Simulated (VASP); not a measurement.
# C (Pmmm) in VASP: further runs, part 2 of 2

VASP 6.6.1. Earlier steps stand in the parts before.

### Step 3. Relaxation of cell and atoms, PBE

File INCAR:

```
PREC = Accurate ; ENCUT = 600
EDIFF = 1E-7 ; ISMEAR = 0
SIGMA = 0.1 ; LREAL = F
LASPH = T ; NELM = 60
ALGO = Normal ; ISIF = 3
LWAVE = F ; LCHARG = F
GGA = PE ; IBRION = 2
NSW = 90 ; EDIFFG = -0.04
```

File KPOINTS:

```
Automatic mesh
0
Gamma
  12 10 8
```

File POSCAR:

```
C
1.0
    1.3288826200      0.0000000000      0.0000000000
    0.0000000000      1.6812848600      0.0000000000
    0.0000000000      0.0000000000      2.4776661300
C
1
Direct
    0.0000000000      0.5000000000      0.0000000000
```

Potentials or basis: VASP PAW PBE potentials, release 64 (C).

The run is started by

```console
$ cat potpaw_PBE.64/C/POTCAR > POTCAR
$ mpirun -np 1 vasp_std > vasp.out
```

OUTCAR:

```text
PREC = Accurate
   ENCUT = 600
   EDIFF = 1E-7
   ISMEAR = 0
   LREAL = F
   LASPH = T
   NELM = 60
   ISIF = 3
   GGA = PE
   IBRION = 2
   NSW = 90
   EDIFFG = -0.04

 ion  position               nearest neighbor table
   1  0.000  0.500  0.000-

  LATTYP: Found a simple orthorhombic cell.
 ALAT       =     1.3288826200
 B/A-ratio  =     1.2651868831
 C/A-ratio  =     1.8644732745

  Lattice vectors:

 A1 = (   1.3288826200,   0.0000000000,   0.0000000000)
 A2 = (   0.0000000000,   1.6812848600,   0.0000000000)
 A3 = (   0.0000000000,   0.0000000000,   2.4776661300)

Analysis of symmetry for initial positions (statically):
=====================================================================
 Subroutine PRICEL returns:
 Original cell was already a primitive cell.

 Routine SETGRP: Setting up the symmetry group for a
 simple orthorhombic supercell.

 Subroutine GETGRP returns: Found  8 space group operations
 (whereof  8 operations were pure point group operations)
 out of a pool of  8 trial point group operations.

The static configuration has the point symmetry D_2h.

Analysis of symmetry for dynamics (positions and initial velocities):
=====================================================================
 Subroutine PRICEL returns:
 Original cell was already a primitive cell.

 Routine SETGRP: Setting up the symmetry group for a
 simple orthorhombic supercell.

 Subroutine GETGRP returns: Found  8 space group operations
 (whereof  8 operations were pure point group operations)
 out of a pool of  8 trial point group operations.

The dynamic configuration has the point symmetry D_2h.

 Subroutine INISYM returns: Found  8 space group operations
 (whereof  8 operations are pure point group operations),
 and found     1 'primitive' translations

----------------------------------------------------------------------------------------

                                     Primitive cell

  volume of cell :       5.5357

  direct lattice vectors                    reciprocal lattice vectors
     1.328882620  0.000000000  0.000000000     0.752511911  0.000000000  0.000000000
     0.000000000  1.681284860  0.000000000     0.000000000  0.594783206  0.000000000
     0.000000000  0.000000000  2.477666130     0.000000000  0.000000000  0.403605630

  length of vectors
     1.328882620  1.681284860  2.477666130     0.752511911  0.594783206  0.403605630

  position of ions in fractional coordinates (direct lattice)
     0.000000000  0.500000000  0.000000000

  ion indices of the primitive-cell ions
   primitive index   ion index
                 1           1

----------------------------------------------------------------------------------------

 KPOINTS: Automatic mesh

Automatic generation of k-mesh.
 Grid dimensions read from file:
 generate k-points for:   12   10    8

 Generating k-lattice:

  Cartesian coordinates                     Fractional coordinates (reciprocal lattice)
     0.062709326  0.000000000  0.000000000     0.083333333  0.000000000  0.000000000
     0.000000000  0.059478321  0.000000000     0.000000000  0.100000000  0.000000000
     0.000000000  0.000000000  0.050450704     0.000000000  0.000000000  0.125000000

  Length of vectors
     0.062709326  0.059478321  0.050450704

  Shift w.r.t. Gamma in fractional coordinates (k-lattice)
     0.000000000  0.000000000  0.000000000

 Subroutine IBZKPT returns following result:
 ===========================================

 Found    210 irreducible k-points:

 Following reciprocal coordinates:
            Coordinates               Weight
  0.000000  0.000000  0.000000      1.000000
  0.083333  0.000000  0.000000      2.000000
  0.166667  0.000000  0.000000      2.000000
  0.250000  0.000000  0.000000      2.000000
  0.333333  0.000000  0.000000      2.000000
  0.416667  0.000000  0.000000      2.000000
[... 16 lines left out ...]
  0.083333  0.300000  0.000000      4.000000
  0.166667  0.300000  0.000000      4.000000
 [... further k-points ...]
   k-points           NKPTS =    210   k-points in BZ     NKDIM =    210   number of bands    NBANDS=      6
   number of dos      NEDOS =    301   number of ions     NIONS =      1
   total plane-waves  NPLWV =   3360
   dimension x,y,z NGX =    12 NGY =   14 NGZ =   20
   dimension x,y,z NGXF=    24 NGYF=   28 NGZF=   40
   ions per type =               1
   NGX,Y,Z   is equivalent  to a cutoff of  15.01, 13.84, 13.42 a.u.
   NGXF,Y,Z  is equivalent  to a cutoff of  30.02, 27.69, 26.84 a.u.
 SYSTEM =  unknown system
   PREC   = accura    normal or accurate (medium, high low for compatibility)
   ISTART =      0    job   : 0-new  1-cont  2-samecut
   ICHARG =      2    charge: 1-file 2-atom 10-const
   ISPIN  =      1    spin polarized calculation?
   LNONCOLLINEAR =      F non collinear calculations
   LSORBIT =      F    spin-orbit coupling
   LASPH  =      T    aspherical Exc in radial PAW
   ENCUT  =  600.0 eV  44.10 Ry    6.64 a.u.   2.65  3.36  4.95*2*pi/ulx,y,z
   NELM   =     60;   NELMIN=  2; NELMDL= -5     # of ELM steps
   EDIFF  = 0.1E-06   stopping-criterion for ELM
   LREAL  =      F    real-space projection
   EDIFFG = -.4E-01   stopping-criterion for IOM
   NSW    =     90    number of steps for IOM
   IBRION =      2    ionic relax: 0-MD 1-quasi-New 2-CG
   NFREE  =      1    steps in history (QN), initial steepest desc. (CG)
   ISIF   =      3    stress and relaxation
   ISYM   =      2    0-nonsym 1-usesym 2-fastsym
   POTIM  = 0.5000    time-step for ionic-motion
   TEBEG  =    0.0;   TEEND  =   0.0 temperature during run
   PSTRESS=    0.0 pullay stress
   NELECT =       4.0000    total number of electrons
   NUPDOWN=      -1.0000    fix difference up-down
   EMIN   =  10.00;   EMAX   =-10.00  energy-range for DOS
   EFERMI =   0.00;   METHOD = LEGACY
   ISMEAR =     0;   SIGMA  =   0.10  broadening in eV -4-tet -1-fermi 0-gaus
   EFERMI_NEDOS =   21; number of points for ismear=-14 and -15
   IALGO  =     38    algorithm
   IMIX   =      4    mixing-type and parameters
     AMIX     =   0.40;   BMIX     =  1.00
     AMIX_MAG =   1.60;   BMIX_MAG =  1.00
  volume/ion in A,a.u.               =       5.54        37.36
  Fermi-wavevector in a.u.,A,eV,Ry     =   1.469055  2.776111 29.363023  2.158121
  Thomas-Fermi vector in A             =   2.584478
   LORBIT       =      0    0 simple, 1 ext, 2 COOP (PROOUT), +10 PAW based schemes
   GGA     = PE    functional components
   LHFCALC =     F    Hartree Fock is set to
   AEXX    =    0.0000 exact exchange contribution
   IVDW    =     0    specifies the selected vdW correction
   LEPSILON=     F    determine dielectric tensor
   LRPA    =     F    only Hartree local field effects (RPA)
 conjugate gradient relaxation of ions
 non-spin polarized calculation
 Gauss-broadening in eV      SIGMA  =   0.10
  energy-cutoff  :      600.00
  volume of cell :        5.54
 maximum number of plane-waves:       198
 NGX is ok and might be reduce to    12
   NGX =  5   NGY =  7   NGZ =  9

--------------------------------------- Ionic step        1  -------------------------------------------

 number of electron       4.0000000 magnetization

 Free energy of the ion-electron system (eV)
  ---------------------------------------------------
  ext. energy  EPLUGINS =         0.00000000
  ---------------------------------------------------
  free energy    TOTEN  =        -5.86184321 eV

  energy without entropy =       -5.85953757  energy(sigma->0) =       -5.86069039

 E-fermi :  10.7176     XC(G=0): -13.3230

 val. band max:       10.6952369759   @ k =   0.2500   0.5000   0.5000
 cond. band min:      10.7564646313   @ k =   0.5000   0.4000   0.0000
 fundamental gap:      0.0612276554
 Fermi energy:        10.7175936439
[... 759 lines left out ...]
 k-point    24 :       0.1667    0.3000    0.0000
  band No.  band energies     occupation
      1     -12.0642      2.00000
      2      -0.8708      2.00000
      3       1.2222      2.00000
      4      13.3606      0.00000
      5      21.7300      0.00000
      6      22.4124      0.00000

 [... further k-points ...]

[... ionic steps 4 to 24 ...]

--------------------------------------- Ionic step       25  -------------------------------------------

 number of electron       4.0000002 magnetization

------------------------ aborting loop because EDIFF is reached ----------------------------------------
[... 65 lines left out ...]
--------------------------------------- Ionic step       27  -------------------------------------------

 number of electron       4.0000002 magnetization

 Free energy of the ion-electron system (eV)
  ---------------------------------------------------
  ext. energy  EPLUGINS =         0.00000000
  ---------------------------------------------------
  free energy    TOTEN  =        -7.89250007 eV

  energy without entropy =       -7.89229186  energy(sigma->0) =       -7.89239597

 E-fermi :   2.5544     XC(G=0):  -9.7744

 val. band max:        2.4607641175   @ k =   0.1667   0.0000   0.5000
 cond. band min:       2.6759654706   @ k =   0.2500   0.3000   0.2500
 fundamental gap:      0.2152013532
 Fermi energy:         2.5543914404
[... 244 lines left out ...]
  FREE ENERGIE OF THE ION-ELECTRON SYSTEM (eV)
  ---------------------------------------------------
  free  energy   TOTEN  =        -7.8925000724 eV

  energy  without entropy=       -7.8922918582  energy(sigma->0) =       -7.89239597

 reached required accuracy - stopping structural energy minimisation
```

CONTCAR:

```text
C
   1.00000000000000
     1.2811028106173243    0.0000000000000000    0.0000000000000000
    -0.0000000000000000    2.6697795687473436    0.0000000000000000
     0.0000000000000000    0.0000000000000000    3.0271048666405029
  C
     1
Direct
     0.0000000000000000    0.5000000000000000    0.0000000000000000

  0.00000000E+00  0.00000000E+00  0.00000000E+00
```

It took 36 s on 1 thread of Intel Xeon 6975P-C (Granite Rapids), shared host; peak memory 0.11 GiB.

What came out:

```
Free energy                            : -7.8925 eV
Relaxed volume                         : 10.35 Å³/atom
Relaxed cell                           : a = 1.281 Å, b = 2.670 Å, c = 3.027 Å, α = 90.00°, β = 90.00°, γ = 90.00°
Space group after relaxing (to 0.05 Å) : Pmmm (No. 47)
Energy gained by relaxing              : 2030.7 meV/atom
Ionic steps                            : 27
Pressure after relaxing                : 0.0 GPa
Band gap on the k mesh                 : zero (band 2 reaches 12.53 eV, above the bottom of band 3 at -3.49 eV)
```

Step by step:
```csv
step,energy change (eV),largest force (eV/Å),pressure (GPa),volume (Å³)
1,0.0000,0.0000,134.20,5.54
2,0.0165,0.0000,-47.63,10.05
3,-0.6216,0.0000,-3.84,7.30
4,-0.6241,0.0000,-0.63,7.21
5,-0.6247,0.0000,2.16,7.14
6,-1.0681,0.0000,8.09,7.41
7,-0.6172,0.0000,155.79,7.93
8,-1.4188,0.0000,47.29,7.67
9,-1.4226,0.0000,59.35,7.72
10,-1.4433,0.0000,61.35,7.81
11,-1.4793,0.0000,67.80,8.07
12,-1.4542,0.0000,81.87,8.59
13,-1.4894,0.0000,73.11,8.29
14,-1.5824,0.0000,64.89,8.58
15,-1.7961,0.0000,42.18,9.48
16,-1.9313,0.0000,10.21,11.43
17,-1.9324,0.0000,12.79,11.23
18,-1.9680,0.0000,6.87,11.15
19,-1.9829,0.0000,-0.62,11.04
20,-1.9861,0.0000,-0.81,11.03
21,-1.9954,0.0000,-1.37,11.00
22,-2.0112,0.0000,-2.60,10.93
23,-2.0250,0.0000,-5.09,10.78
24,-2.0247,0.0000,3.15,10.47
25,-2.0273,0.0000,-1.20,10.63
26,-2.0302,0.0000,-0.45,10.46
27,-2.0307,0.0000,0.04,10.35
```

Final structure:
```cif
data_structure
_symmetry_space_group_name_H-M 'P 1'
_symmetry_Int_Tables_number 1
_cell_length_a 1.2811
_cell_length_b 2.6698
_cell_length_c 3.0271
_cell_angle_alpha 90.000
_cell_angle_beta 90.000
_cell_angle_gamma 90.000
_cell_volume 10.35
loop_
_atom_site_label
_atom_site_type_symbol
_atom_site_fract_x
_atom_site_fract_y
_atom_site_fract_z
_atom_site_occupancy
C1 C 0.00000 0.50000 0.00000 1
```

Caveat: the k points lie up to 0.41 Å⁻¹ apart in the final cell; the volume moved by over 15 % at a fixed basis, so the end points are rough.

### Step 4. Single point, PBE, collinear spin, ferromagnetic start

File INCAR:

```
SYSTEM = C
PREC = Accurate
ENCUT = 520
EDIFF = 1E-6
ISMEAR = 0
SIGMA = 0.1
LREAL = .False.
LASPH = .True.
NELM = 150
ALGO = Normal
ISIF = 2
LWAVE = .False.
LCHARG = .False.
ISPIN = 2
MAGMOM = 1
LORBIT = 11
GGA = PE
NBANDS = 12
```

File KPOINTS:

```
Automatic mesh
0
Gamma
  12 10 8
  0 0 0
```

POSCAR is that of step 3.

The run is started by

```console
$ cat potpaw_PBE.64/C/POTCAR > POTCAR
$ mpirun -np 1 vasp_std > vasp.out
```

Wall time 8.9 s (1 thread of Intel Xeon 6975P-C (Granite Rapids), shared host); peak memory 0.12 GiB.

It converged, with:

* Free energy: -5.8598 eV
* Pressure: 134.8 GPa
* Band gap on the k mesh: zero (filled and empty bands overlap)
* Net moment: 0.00 μB per cell
* Valence electrons inside the program's atomic spheres: C 2.73

Stress tensor (GPa, compression positive):
```
135.13   0.00   0.00
  0.00 206.44   0.00
  0.00   0.00  62.68
```

Levels at points of the mesh, in eV from the Fermi level:
Spin up:
| k point | band 1 | band 2 | band 3 | band 4 | band 5 |
| --- | --- | --- | --- | --- | --- |
| (0.00, 0.00, 0.00) | -23.81 | -5.89 | 7.17 | 9.40 | 30.02 |
| (0.50, 0.00, 0.00) | -13.37 | -2.04 | 8.08 | 19.81 | 23.78 |
| (0.00, 0.50, 0.00) | -14.53 | -12.63 | 0.26 | 18.43 | 18.56 |
| (0.50, 0.50, 0.00) | -8.17 | 0.32 | 11.23 | 12.65 | 13.91 |
| (0.00, 0.00, 0.50) | -21.86 | -12.99 | 9.73 | 21.21 | 30.58 |
| (0.50, 0.00, 0.50) | -12.76 | 0.28 | 3.39 | 12.79 | 19.98 |
| (0.00, 0.50, 0.50) | -13.51 | -10.68 | -4.83 | 6.39 | 30.96 |
| (0.50, 0.50, 0.50) | -7.77 | 0.94 | 9.54 | 14.23 | 15.84 |
Spin down:
```csv
k point,band 1,band 2,band 3,band 4,band 5
"(0.00, 0.00, 0.00)",-23.81,-5.89,7.17,9.40,30.02
"(0.50, 0.00, 0.00)",-13.37,-2.04,8.08,19.81,23.78
"(0.00, 0.50, 0.00)",-14.53,-12.63,0.26,18.43,18.56
"(0.50, 0.50, 0.00)",-8.17,0.32,11.23,12.65,13.91
"(0.00, 0.00, 0.50)",-21.86,-12.99,9.73,21.21,30.58
"(0.50, 0.00, 0.50)",-12.76,0.28,3.39,12.79,19.97
"(0.00, 0.50, 0.50)",-13.51,-10.68,-4.83,6.39,30.96
"(0.50, 0.50, 0.50)",-7.77,0.94,9.54,14.23,15.84
```

Caveat: the k points lie up to 0.39 Å⁻¹ apart.

### Step 5. Relaxation of cell and atoms, PBE

File INCAR:

```
PREC = Accurate ; ENCUT = 910
EDIFF = 1E-7 ; ISMEAR = 0
SIGMA = 0.1 ; LREAL = F
LASPH = T ; NELM = 120
ALGO = Normal ; ISIF = 3
LWAVE = F ; LCHARG = F
GGA = PE ; IBRION = 2
NSW = 90 ; EDIFFG = -0.04
GGA_COMPAT = F ; NELMIN = 4
```

File KPOINTS:

```
Automatic mesh
0
Gamma
  12 10 8
```

POSCAR is that of step 4.

Potentials or basis: VASP PAW PBE potentials, release 64 (C_h).

The run is started by

```console
$ cat potpaw_PBE.64/C_h/POTCAR > POTCAR
$ mpirun -np 1 vasp_std > vasp.out
```

It took 2.1 min on 1 thread of AMD EPYC 9R45 (Zen 5), shared host; peak memory 0.09 GiB.

It converged, with:

- Free energy: -7.7261 eV
- Relaxed volume: 9.66 Å³/atom
- Relaxed cell: a = 1.280 Å, b = 2.587 Å, c = 2.917 Å, α = 90.00°, β = 90.00°, γ = 90.00°
- Space group after relaxing (to 0.05 Å): Pmmm (No. 47)
- Energy gained by relaxing: 1850.1 meV/atom
- Ionic steps: 38
- Pressure after relaxing: -0.2 GPa
- Band gap on the k mesh: zero (band 2 reaches 13.92 eV, above the bottom of band 3 at -2.32 eV)

Stress tensor (GPa, compression positive):
```
-0.03  0.00  0.00
 0.00 -0.64  0.00
 0.00  0.00 -0.07
```

Step by step:
| step | energy change (eV) | largest force (eV/Å) | pressure (GPa) | volume (Å³) |
| --- | --- | --- | --- | --- |
| 1 | 0.0000 | 0.0000 | 134.02 | 5.54 |
| 2 | 0.0983 | 0.0000 | -52.01 | 10.04 |
| 3 | -0.6073 | 0.0000 | -4.96 | 7.26 |
| 4 | -0.6106 | 0.0000 | -0.98 | 7.16 |
| 5 | -0.6112 | 0.0000 | 1.97 | 7.09 |
| 6 | -1.0329 | 0.0000 | 8.07 | 7.34 |
| 7 | -0.5294 | 0.0000 | 152.37 | 7.80 |
| 8 | -1.3548 | 0.0000 | 44.17 | 7.57 |
| 9 | -1.3593 | 0.0000 | 53.42 | 7.60 |
| 10 | -1.3825 | 0.0000 | 54.92 | 7.70 |
| 11 | -1.4233 | 0.0000 | 60.30 | 7.99 |
| 12 | -1.4865 | 0.0000 | 52.64 | 8.18 |
| 13 | -1.6406 | 0.0000 | 30.74 | 8.74 |
| 14 | -1.7822 | 0.0000 | -2.34 | 9.94 |
| 15 | -1.7850 | 0.0000 | -8.00 | 10.21 |
| 16 | -1.8010 | 0.0000 | -7.44 | 10.33 |
| 17 | -1.8078 | 0.0000 | -6.70 | 10.47 |
| 18 | -1.8078 | 0.0000 | -6.62 | 10.48 |
| 19 | -1.8125 | 0.0000 | -4.88 | 10.39 |
| 20 | -1.8217 | 0.0000 | 0.62 | 10.11 |
| 21 | -1.8164 | 0.0000 | 13.02 | 9.57 |
| 22 | -1.8235 | 0.0000 | 4.42 | 9.93 |
| 23 | -1.8273 | 0.0000 | 3.96 | 9.89 |
| 24 | -1.8355 | 0.0000 | 2.61 | 9.74 |
| 25 | -1.8363 | 0.0000 | 0.10 | 9.45 |
| 26 | -1.8386 | 0.0000 | 1.26 | 9.59 |
| 27 | -1.8414 | 0.0000 | 1.59 | 9.57 |
| 28 | -1.8475 | 0.0000 | 2.62 | 9.51 |
| 29 | -1.8429 | 0.0000 | 5.02 | 9.38 |
| 30 | -1.8486 | 0.0000 | 3.30 | 9.47 |
| 31 | -1.8494 | 0.0000 | 0.52 | 9.54 |
| 32 | -1.8494 | 0.0000 | 0.56 | 9.53 |
| 33 | -1.8498 | 0.0000 | 0.52 | 9.56 |
| 34 | -1.8499 | 0.0000 | 0.49 | 9.59 |
| 35 | -1.8500 | 0.0000 | 0.04 | 9.61 |
| 36 | -1.8500 | 0.0000 | -0.57 | 9.64 |
| 37 | -1.8500 | 0.0000 | -0.48 | 9.64 |
| 38 | -1.8501 | 0.0000 | -0.24 | 9.66 |

Final structure:
```
CELL_PARAMETERS angstrom
1.27993 0.00000 0.00000
0.00000 2.58671 0.00000
0.00000 0.00000 2.91684
ATOMIC_POSITIONS crystal
C 0.00000 0.50000 0.00000
```

Levels at points of the mesh, in eV from the Fermi level:
```tsv
k point	band 1	band 2	band 3	band 4	band 5	band 6
(0.00, 0.00, 0.00)	-17.86	-4.24	-2.48	6.72	12.15	24.94
(0.50, 0.00, 0.00)	-9.54	6.67	11.62	12.77	24.26	25.84
(0.00, 0.50, 0.00)	-16.15	-8.26	-3.42	11.36	12.76	15.57
(0.50, 0.50, 0.00)	-9.19	8.96	9.41	12.08	19.01	27.65
(0.00, 0.00, 0.50)	-17.02	-7.81	-2.22	12.51	12.70	19.61
(0.50, 0.00, 0.50)	-9.40	7.82	9.84	13.04	19.22	30.33
(0.00, 0.50, 0.50)	-15.44	-7.49	-6.28	5.95	19.43	23.15
(0.50, 0.50, 0.50)	-9.09	9.78	10.01	10.57	20.50	21.98
```

Caveat: the k points lie up to 0.41 Å⁻¹ apart in the final cell; the cutoff is under 1.25 times the usual one of these potentials, so pressure, stress and relaxed cells hold a basis-set (Pulay) error; the volume moved by over 15 % at a fixed basis, so the end points are rough.

### Step 6. Summary

| task | potentials or basis | spin | cell | cutoff (eV) | second run | gap on the mesh (eV) | pressure (GPa) | relaxed volume (Å³/atom) |
| --- | --- | --- | --- | --- | --- | --- | --- | --- |
| single point | VASP PAW PBE potentials, release 64 (C) | off | as given | 520 | - | none | 134.7 | - |
| relaxation of cell and atoms | VASP PAW PBE potentials, release 64 (C) | off | relaxed | 600 | - | none | 0.0 | 10.35 |
| single point | VASP PAW PBE potentials, release 64 (C) | collinear, ferromagnetic start | as given | 520 | - | none | 134.8 | - |
| relaxation of cell and atoms | VASP PAW PBE potentials, release 64 (C_h) | off | relaxed | 910 | hard_potentials | none | -0.2 | 9.66 |

Alike in all rows: level PBE; k mesh 12 × 10 × 8; smearing gaussian 0.1 eV.

Caveats: all runs use coarse meshes; the volume moved by over 15 % at a fixed basis, so the end points are rough (some runs); the cutoff is under 1.25 times the usual one of these potentials, so pressure, stress and relaxed cells hold a basis-set (Pulay) error (some runs).

Absolute energies hang on the potentials; compare differences alone.
